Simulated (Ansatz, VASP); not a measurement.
**Two plane-wave programs on Mg**

File POSCAR:

```
Mg
1.0
    3.3016626053      0.0000000000      0.0000000000
   -1.6508313026      2.8593236909      0.0000000000
    0.0000000000      0.0000000000      5.3554245871
Mg
2
Direct
    0.3333333333      0.6666666667      0.2500000000
    0.6666666667      0.3333333333      0.7500000000
```

INCAR.step1

```
  PREC = Accurate
  ENCUT = 520
  ISMEAR = -1
  SIGMA = 0.1
  LREAL = F
  LASPH = T
  NELM = 100
  NBANDS = 9
  GGA = PE
  ALGO = Normal
  EDIFF = 1E-4
  LWAVE = T
  LCHARG = F
```

File INCAR.step2:

```
  PREC = Accurate
  ENCUT = 520
  EDIFF = 1E-7
  ISMEAR = -1
  SIGMA = 0.1
  LREAL = F
  LASPH = T
  NELM = 100
  ALGO = Normal
  ISIF = 2
  LWAVE = F
  LCHARG = T
  METAGGA = R2SCAN
  LMIXTAU = T
  LELF = T
  LVHAR = T
  NBANDS = 9
  ISTART = 1
```

KPOINTS

```
Automatic mesh
0
Gamma
  19 19 10
```

Input for Ansatz:

```yaml
crystal:
  lattice:
    - [3.3016626053, 0.0, 0.0]
    - [-1.6508313026, 2.8593236909, 0.0]
    - [0.0, 0.0, 5.3554245871]
  atoms:
    - { symbol: Mg, position: [0.3333333333, 0.6666666667, 0.25] }
    - { symbol: Mg, position: [0.6666666667, 0.3333333333, 0.75] }
hamiltonian:
  xc: r2scan
  pseudopotentials:
    kind: paw
    azcp:
      Mg: "pseudopotentials/Mg.paw.azcp"
basis:
  ecutwfc: 500
  fft_grid_basis: typed
kpoints:
  mp_grid: { grid: [19, 19, 10], shift: [0, 0, 0] }
magnetization:
  spin_polarized: false
scf:
  occupations: { method: fermi_dirac, width: 0.1 }
output:
  stress: true
```

Alike in both runs: task single point; functional r2SCAN; k mesh 19 × 19 × 10; occupations fermi-dirac, width 0.1 eV; no spin polarisation.

|  | VASP | Ansatz |
| --- | --- | --- |
| version | VASP 6.6.1 | Ansatz 0.2.0 |
| potentials or method | VASP PAW PBE potentials, release 64 (Mg), cutoff 520 eV | plane waves (500 eV) with PAW, scalar-relativistic |
| valence electrons in the cell | 4 | 20 |

Ansatz gave:

* pressure (GPa): -3.6

Q: Estimate VASP's values.

A: Pressure (GPa): -3.8.

VASP's potentials were made for PBE, not for r2SCAN. With one functional, cell and mesh, what is left measures potentials, basis and numerics. VASP's potentials hold 4 valence electrons a cell and Ansatz's 20, so a difference there can come from the potentials and not from the codes.
